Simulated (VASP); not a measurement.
# Cl (Fd-3m) in VASP: notebook

The runs below take Cl through single point, with PBEsol.

Program: VASP 6.6.1. These are calculated values, not measurements. Logs are shortened: lines on timing, memory, paths and dates and some standing lists are left out, and cuts for length are marked.

### 1 The cell of the first run

The structure is cubic, space group Fd-3m (No. 227). Conventional cell: a = 6.052 Å, b = 6.052 Å, c = 6.052 Å, α = 90.00°, β = 90.00°, γ = 90.00°. Within 3.5 Å of Cl (site symmetry -43m) lie 4 Cl at 2.62 Å.

### 2 Single point, PBEsol (volume scaled by 0.88)

INCAR

```
SYSTEM = Cl
  PREC = Accurate
  ENCUT = 520
  EDIFF = 1E-6
  ISMEAR = -1
  SIGMA = 0.1
  LREAL = .FALSE.
  LASPH = .TRUE.
  NELM = 80
  ALGO = Normal
  ISIF = 2
  LWAVE = .FALSE.
  LCHARG = .FALSE.
  GGA = PS
  NBANDS = 14
```

KPOINTS

```
Automatic mesh
0
G
  12 12 12
  0 0 0
```

POSCAR

```
Cl
1.0
    0.0000000000      3.0259102425      3.0259102425
    3.0259102425      0.0000000000      3.0259102425
    3.0259102425      3.0259102425      0.0000000000
Cl
2
Direct
   -0.1250000000     -0.1250000000     -0.1250000000
    0.1250000000      0.1250000000      0.1250000000
```

Potentials or basis: VASP PAW PBE potentials, release 64 (Cl).

The run is started by

```sh
$ cat potpaw_PBE.64/Cl/POTCAR > POTCAR
$ mpirun -np 1 vasp_std > vasp.out
```

OUTCAR:

```text
SYSTEM = Cl
   PREC = Accurate
   ENCUT = 520
   EDIFF = 1E-6
   ISMEAR = -1
   LREAL = .FALSE.
   LASPH = .TRUE.
   NELM = 80
   ISIF = 2
   GGA = PS

 ion  position               nearest neighbor table
   1  0.875  0.875  0.875-   2 2.62   2 2.62   2 2.62   2 2.62
   2  0.125  0.125  0.125-   1 2.62   1 2.62   1 2.62   1 2.62

  LATTYP: Found a face centered cubic cell.
 ALAT       =     6.0518204850

  Lattice vectors:

 A1 = (   0.0000000000,   3.0259102425,   3.0259102425)
 A2 = (   3.0259102425,   0.0000000000,   3.0259102425)
 A3 = (   3.0259102425,   3.0259102425,   0.0000000000)

Analysis of symmetry for initial positions (statically):
=====================================================================
 Subroutine PRICEL returns:
 Original cell was already a primitive cell.

 Routine SETGRP: Setting up the symmetry group for a
 face centered cubic supercell.

 Subroutine GETGRP returns: Found 48 space group operations
 (whereof 12 operations were pure point group operations)
 out of a pool of 48 trial point group operations.

The static configuration has the point symmetry D_3d.
 The point group associated with its full space group is O_h .

Analysis of symmetry for dynamics (positions and initial velocities):
=====================================================================
 Subroutine PRICEL returns:
 Original cell was already a primitive cell.

 Routine SETGRP: Setting up the symmetry group for a
 face centered cubic supercell.

 Subroutine GETGRP returns: Found 48 space group operations
 (whereof 12 operations were pure point group operations)
 out of a pool of 48 trial point group operations.

The dynamic configuration has the point symmetry D_3d.
 The point group associated with its full space group is O_h .

 Subroutine INISYM returns: Found 48 space group operations
 (whereof 12 operations are pure point group operations),
 and found     1 'primitive' translations

----------------------------------------------------------------------------------------

                                     Primitive cell

  volume of cell :      55.4113

  direct lattice vectors                    reciprocal lattice vectors
     0.000000000  3.025910243  3.025910243    -0.165239535  0.165239535  0.165239535
     3.025910243  0.000000000  3.025910243     0.165239535 -0.165239535  0.165239535
     3.025910243  3.025910243  0.000000000     0.165239535  0.165239535 -0.165239535

  length of vectors
     4.279283303  4.279283303  4.279283303     0.286203269  0.286203269  0.286203269

[... 85 lines left out ...]
   NFREE  =      0    steps in history (QN), initial steepest desc. (CG)
   ISIF   =      2    stress and relaxation
   ISYM   =      2    0-nonsym 1-usesym 2-fastsym
   POTIM  = 0.5000    time-step for ionic-motion
   TEBEG  =    0.0;   TEEND  =   0.0 temperature during run
   PSTRESS=    0.0 pullay stress
   NELECT =      14.0000    total number of electrons
   NUPDOWN=      -1.0000    fix difference up-down
   EMIN   =  10.00;   EMAX   =-10.00  energy-range for DOS
   EFERMI =   0.00;   METHOD = LEGACY
   ISMEAR =    -1;   SIGMA  =   0.10  broadening in eV -4-tet -1-fermi 0-gaus
   EFERMI_NEDOS =   21; number of points for ismear=-14 and -15
   IALGO  =     38    algorithm
   IMIX   =      4    mixing-type and parameters
     AMIX     =   0.40;   BMIX     =  1.00
     AMIX_MAG =   1.60;   BMIX_MAG =  1.00
  volume/ion in A,a.u.               =      27.71       186.97
  Fermi-wavevector in a.u.,A,eV,Ry     =   1.034947  1.955766 14.573410  1.071115
  Thomas-Fermi vector in A             =   2.169267
   LORBIT       =      0    0 simple, 1 ext, 2 COOP (PROOUT), +10 PAW based schemes
   GGA     = PS    functional components
   LHFCALC =     F    Hartree Fock is set to
   AEXX    =    0.0000 exact exchange contribution
   IVDW    =     0    specifies the selected vdW correction
   LEPSILON=     F    determine dielectric tensor
   LRPA    =     F    only Hartree local field effects (RPA)
 non-spin polarized calculation
  energy-cutoff  :      520.00
  volume of cell :       55.41
 maximum number of plane-waves:      1524
   NGX = 15   NGY = 15   NGZ = 15

 number of electron      13.9999996 magnetization

 Free energy of the ion-electron system (eV)
  ---------------------------------------------------
  ext. energy  EPLUGINS =         0.00000000
  ---------------------------------------------------
  free energy    TOTEN  =        -2.31339382 eV

  energy without entropy =       -2.19486555  energy(sigma->0) =       -2.25412968

 E-fermi :   0.4850     XC(G=0):  -8.0266

 val. band max:        0.4833549471   @ k =   0.4167   0.2500   0.0833
 cond. band min:       0.4987514570   @ k =   0.4167   0.1667   0.0000
 fundamental gap:      0.0153965099
 Fermi energy:         0.4849682232

 k-point     1 :       0.0000    0.0000    0.0000
  band No.  band energies     occupation
      1     -15.7828      2.00000
      2     -12.1092      2.00000
      3      -3.0996      2.00000
      4      -3.0996      2.00000
      5      -3.0996      2.00000
      6      -0.7530      1.99999
      7      -0.7530      1.99999
      8      -0.7530      1.99999
      9       6.6038      0.00000
     10      10.4527      0.00000
     11      10.4527      0.00000
     12      12.4366      0.00000
     13      12.4366      0.00000
     14      12.4366      0.00000
[... 377 lines left out ...]
      1     -14.8833      2.00000
      2     -13.4323      2.00000
      3      -4.2949      2.00000
      4      -3.7444      2.00000
      5      -2.8172      2.00000
      6      -0.3685      1.99961
      7       0.1996      1.89099
      8       0.6630      0.28865
      9       8.3827      0.00000
     10       9.3480      0.00000
     11      10.1568      0.00000
     12      11.4211      0.00000
     13      13.1197      0.00000
     14      13.5639      0.00000

 [... further k-points ...]
[... 5 lines left out ...]
  --------------------------------------------------------------------------------------
  -------------------------------------------------------------------------------------
  Total        1.2812401      1.2812401      1.2812401      0.0000000     -0.0000000      0.0000000
  in kB       37.0461404     37.0461404     37.0461404      0.0000000     -0.0000000      0.0000000
  external PRESSURE =      37.0461404 kB  Pullay stress =       0.0000000 kB

 VOLUME and BASIS-vectors are now :
 -----------------------------------------------------------------------------
  energy-cutoff  :      520.00
  volume of cell :       55.41
      direct lattice vectors                 reciprocal lattice vectors
     0.000000000  3.025910243  3.025910243    -0.165239535  0.165239535  0.165239535
     3.025910243  0.000000000  3.025910243     0.165239535 -0.165239535  0.165239535
     3.025910243  3.025910243  0.000000000     0.165239535  0.165239535 -0.165239535

 POSITION                                       TOTAL-FORCE (eV/Angst)
 -----------------------------------------------------------------------------------
      5.29534      5.29534      5.29534        -0.000000      0.000000      0.000000
      0.75648      0.75648      0.75648         0.000000     -0.000000     -0.000000
 -----------------------------------------------------------------------------------
    total drift:                                0.000000      0.000000     -0.000000

  FREE ENERGIE OF THE ION-ELECTRON SYSTEM (eV)
  ---------------------------------------------------
  free  energy   TOTEN  =        -2.3133938169 eV

  energy  without entropy=       -2.1948655472  energy(sigma->0) =       -2.25412968
```

Run time: 35 s. Hardware: 1 thread of AMD EPYC 7R13 (Zen 3), shared host; peak memory 0.15 GiB.

What came out:

```
Free energy            : -2.3134 eV
Pressure               : 3.7 GPa
Band gap on the k mesh : zero (band 7 reaches 1.00 eV, above the bottom of band 8 at -0.75 eV)
```

Caveat: the cell differs from its parent crystal (volume scaled by 0.88); the PAW data sets were made with another functional, which shifts forces and pressure a little.

### 3 Single point, PBEsol

This run uses another cell than the first one, of 31.48 Å³/atom, 1.136 times its volume.

INCAR

```
PREC = Accurate ; ENCUT = 520
EDIFF = 1E-6 ; ISMEAR = -1
SIGMA = 0.1 ; LREAL = False
LASPH = True ; NELM = 80
ALGO = Normal ; ISIF = 2
LWAVE = False ; LCHARG = True
GGA = PS ; LELF = True
LVHAR = True ; NBANDS = 14
```

KPOINTS

```
regular mesh
0
Gamma
  12 12 12
```

POSCAR

```
Cl
1.0
    0.0000000000      3.1576342011      3.1576342011
    3.1576342011      0.0000000000      3.1576342011
    3.1576342011      3.1576342011      0.0000000000
Cl
2
Direct
   -0.1250000000     -0.1250000000     -0.1250000000
    0.1250000000      0.1250000000      0.1250000000
```

Potentials or basis: VASP PAW PBE potentials, release 64 (Cl).

The run is started by

```sh
$ cat potpaw_PBE.64/Cl/POTCAR > POTCAR
$ mpirun -np 1 vasp_std > vasp.out
```

OUTCAR:

```text
PREC = Accurate
   ENCUT = 520
   EDIFF = 1E-6
   ISMEAR = -1
   LREAL = False
   LASPH = True
   NELM = 80
   ISIF = 2
   GGA = PS

 ion  position               nearest neighbor table
   1  0.875  0.875  0.875-
   2  0.125  0.125  0.125-

  LATTYP: Found a face centered cubic cell.
 ALAT       =     6.3152684022

  Lattice vectors:

 A1 = (   0.0000000000,   3.1576342011,   3.1576342011)
 A2 = (   3.1576342011,   0.0000000000,   3.1576342011)
 A3 = (   3.1576342011,   3.1576342011,   0.0000000000)

Analysis of symmetry for initial positions (statically):
=====================================================================
 Subroutine PRICEL returns:
 Original cell was already a primitive cell.

 Routine SETGRP: Setting up the symmetry group for a
 face centered cubic supercell.

 Subroutine GETGRP returns: Found 48 space group operations
 (whereof 12 operations were pure point group operations)
 out of a pool of 48 trial point group operations.

The static configuration has the point symmetry D_3d.
 The point group associated with its full space group is O_h .

Analysis of symmetry for dynamics (positions and initial velocities):
=====================================================================
 Subroutine PRICEL returns:
 Original cell was already a primitive cell.

 Routine SETGRP: Setting up the symmetry group for a
 face centered cubic supercell.

 Subroutine GETGRP returns: Found 48 space group operations
 (whereof 12 operations were pure point group operations)
 out of a pool of 48 trial point group operations.

The dynamic configuration has the point symmetry D_3d.
 The point group associated with its full space group is O_h .

 Subroutine INISYM returns: Found 48 space group operations
 (whereof 12 operations are pure point group operations),
 and found     1 'primitive' translations

----------------------------------------------------------------------------------------
[... 121 lines left out ...]
   IVDW    =     0    specifies the selected vdW correction
   LEPSILON=     F    determine dielectric tensor
   LRPA    =     F    only Hartree local field effects (RPA)
 non-spin polarized calculation
  energy-cutoff  :      520.00
  volume of cell :       62.97
 maximum number of plane-waves:      1717
 NGX is ok and might be reduce to    36
   NGX = 17   NGY = 17   NGZ = 17

 number of electron      14.0000001 magnetization

 Free energy of the ion-electron system (eV)
  ---------------------------------------------------
  ext. energy  EPLUGINS =         0.00000000
  ---------------------------------------------------
  free energy    TOTEN  =        -2.39320764 eV

  energy without entropy =       -2.25134154  energy(sigma->0) =       -2.32227459

 E-fermi :  -0.7392     XC(G=0):  -7.4622

 val. band max:       -0.7453727180   @ k =   0.5000   0.0833   0.0000
 cond. band min:      -0.7316541498   @ k =   0.4167   0.1667   0.0000
 fundamental gap:      0.0137185682
 Fermi energy:        -0.7392056584

 k-point     1 :       0.0000    0.0000    0.0000
  band No.  band energies     occupation
      1     -16.1775      2.00000
      2     -13.3654      2.00000
      3      -3.7322      2.00000
      4      -3.7322      2.00000
      5      -3.7322      2.00000
      6      -1.7056      1.99987
      7      -1.7056      1.99987
      8      -1.7056      1.99987
      9       5.5509      0.00000
     10       9.5966      0.00000
     11       9.5966      0.00000
     12      11.2980      0.00000
     13      11.2980      0.00000
     14      11.2980      0.00000
[... 377 lines left out ...]
      1     -15.4644      2.00000
      2     -14.3318      2.00000
      3      -4.7179      2.00000
      4      -4.2692      2.00000
      5      -3.5488      2.00000
      6      -1.4881      1.99888
      7      -0.9478      1.77901
      8      -0.6007      0.40045
      9       7.4806      0.00000
     10       8.3265      0.00000
     11       9.2590      0.00000
     12      10.1383      0.00000
     13      11.9565      0.00000
     14      12.3514      0.00000

 [... further k-points ...]

------------------------ aborting loop because EDIFF is reached ----------------------------------------

  FORCE on cell =-STRESS in cart. coord.  units (eV):
  Direction    XX          YY          ZZ          XY          YZ          ZX
  --------------------------------------------------------------------------------------
  -------------------------------------------------------------------------------------
  Total       -0.0016519     -0.0016519     -0.0016519      0.0000000     -0.0000000      0.0000000
  in kB       -0.0420314     -0.0420314     -0.0420314      0.0000000     -0.0000000      0.0000000
  external PRESSURE =      -0.0420314 kB  Pullay stress =       0.0000000 kB

 VOLUME and BASIS-vectors are now :
 -----------------------------------------------------------------------------
  energy-cutoff  :      520.00
  volume of cell :       62.97
      direct lattice vectors                 reciprocal lattice vectors
     0.000000000  3.157634201  3.157634201    -0.158346397  0.158346397  0.158346397
     3.157634201  0.000000000  3.157634201     0.158346397 -0.158346397  0.158346397
     3.157634201  3.157634201  0.000000000     0.158346397  0.158346397 -0.158346397

 POSITION                                       TOTAL-FORCE (eV/Angst)
 -----------------------------------------------------------------------------------
      5.52586      5.52586      5.52586        -0.000000     -0.000000     -0.000000
      0.78941      0.78941      0.78941         0.000000      0.000000      0.000000
 -----------------------------------------------------------------------------------
    total drift:                               -0.000000      0.000000      0.000000

  FREE ENERGIE OF THE ION-ELECTRON SYSTEM (eV)
  ---------------------------------------------------
  free  energy   TOTEN  =        -2.3932076408 eV

  energy  without entropy=       -2.2513415376  energy(sigma->0) =       -2.32227459
```

Wall time 60 s (1 thread of AMD EPYC 7R13 (Zen 3), shared host); peak memory 0.18 GiB.

What came out:

```yaml
Free_energy: -2.3932 eV
Pressure: 0.0 GPa
Band_gap_on_the_k_mesh: zero (band 7 reaches -0.34 eV, above the bottom of band 8 at -1.71 eV)
```

Caveat: the PAW data sets were made with another functional, which shifts forces and pressure a little.

### 4 Single point, PBEsol (volume scaled by 0.43)

INCAR

```
ALGO = Normal
EDIFF = 1E-7
ENCUT = 520
GGA = PS
ISIF = 2
ISMEAR = -1
LASPH = True
LCHARG = True
LELF = True
LREAL = False
LVHAR = True
LWAVE = False
NBANDS = 14
NELM = 80
PREC = Accurate
SIGMA = 0.1
```

KPOINTS

```
k-points
0
Gamma
  12 12 12
```

POSCAR

```
Cl
1.0
    0.0000000000      2.3833325036      2.3833325036
    2.3833325036      0.0000000000      2.3833325036
    2.3833325036      2.3833325036      0.0000000000
Cl
2
Direct
   -0.1250000000     -0.1250000000     -0.1250000000
    0.1250000000      0.1250000000      0.1250000000
```

The run is started by

```sh
$ cat potpaw_PBE.64/Cl/POTCAR > POTCAR
$ mpirun -np 1 vasp_std > vasp.out
```

Run time: 39 s. Hardware: 1 thread of Intel Xeon Platinum 8375C at 2.90GHz (Ice Lake), shared host; peak memory 0.16 GiB.

It converged, with:

```yaml
Free_energy: 3.2381 eV
Pressure: 95.0 GPa
Band_gap_on_the_k_mesh: zero (band 7 reaches 12.43 eV, above the bottom of band 8 at 6.48 eV)
```

Levels at points of the mesh, in eV from the Fermi level:
| k point | band 4 | band 5 | band 6 | band 7 | band 8 | band 9 | band 10 | band 11 |
| --- | --- | --- | --- | --- | --- | --- | --- | --- |
| (0.00, 0.00, 0.00) | -8.14 | -8.14 | -3.66 | -3.66 | -3.66 | 5.47 | 7.00 | 7.00 |
| (0.50, 0.00, 0.00) | -9.33 | -7.45 | -1.89 | -1.89 | 2.30 | 7.53 | 8.62 | 8.89 |
| (0.50, 0.50, 0.00) | -10.73 | -4.89 | -4.89 | 2.28 | 2.28 | 7.11 | 7.11 | 10.34 |

Caveat: the cell differs from its parent crystal (volume scaled by 0.43); the PAW data sets were made with another functional, which shifts forces and pressure a little.

### 5 Summary

| cell | gap on the mesh (eV) | pressure (GPa) |
| --- | --- | --- |
| a = 4.279 Å, angles 60.0°, 2 atoms | none | 3.7 |
| a = 4.466 Å, angles 60.0°, 2 atoms | none | 0.0 |
| a = 3.371 Å, angles 60.0°, 2 atoms | none | 95.0 |

Alike in all rows: task single point; level PBEsol; potentials or basis VASP PAW PBE potentials, release 64 (Cl); no spin polarisation; k mesh 12 × 12 × 12; cutoff (eV) 520; smearing fermi-dirac 0.1 eV.

Caveats: the PAW data sets were made with another functional, which shifts forces and pressure a little.

Total energies depend on the potentials used, so only differences within one code and one set of settings carry meaning.
